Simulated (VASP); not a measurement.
Set up this calculation in VASP 6.6.1, as the native input.

```yaml
Task: electric field gradients
Functional: PBE
Potentials_or_basis: VASP PAW PBE potentials, release 64 (Si, B)
Cutoff: 520 eV
k_mesh: 7 × 7 × 7
Occupations: fermi-dirac, width 0.05 eV
Spin: no spin polarisation
Dipole_correction: no
Further_INCAR_settings: ALGO = Normal; EDIFF = 1e-08; NBANDS = 20
```

The structure of SiB6 lies in POSCAR:

```
SiB6
1.0
    4.1300000000      0.0000000000      0.0000000000
    0.0000000000      4.1300000000      0.0000000000
    0.0000000000      0.0000000000      4.1300000000
Si B
1 6
Direct
    0.0000000000      0.0000000000      0.0000000000
    0.2100000000      0.5000000000      0.5000000000
    0.5000000000      0.2100000000      0.5000000000
    0.7900000000      0.5000000000      0.5000000000
    0.5000000000      0.7900000000      0.5000000000
    0.5000000000      0.5000000000      0.2100000000
    0.5000000000      0.5000000000      0.7900000000
```

These files were run (other wordings do the same):

INCAR

```
PREC = Accurate ; ENCUT = 520
EDIFF = 1E-8 ; ISMEAR = -1
SIGMA = 0.05 ; LREAL = False
LASPH = True ; NELM = 60
ALGO = Normal ; ISIF = 2
LWAVE = False ; LCHARG = False
GGA = PE ; LEFG = True
NBANDS = 20
```

KPOINTS

```
regular mesh
0
Gamma
  7 7 7
```

Potentials or basis: VASP PAW PBE potentials, release 64 (Si, B).

Launch:

```bash
$ cat potpaw_PBE.64/Si/POTCAR potpaw_PBE.64/B/POTCAR > POTCAR
$ mpirun -np 1 vasp_std > vasp.out
```

It gave:

The pressure is 4.1 GPa and the largest force is 2.708 eV/Å. The band gap on the k mesh is 0.50 eV, indirect (least direct gap 1.51 eV).

Caveat: without QUAD_EFG the Cq values of the log hold for a quadrupole moment of 1 mb, not for the nuclei; forces of over 1 eV/Å act on the atoms, so gaps and moduli don't describe the material at rest.

It took 43 s on 1 thread of AMD EPYC 7R13 (shared host), peak memory 0.17 GiB.
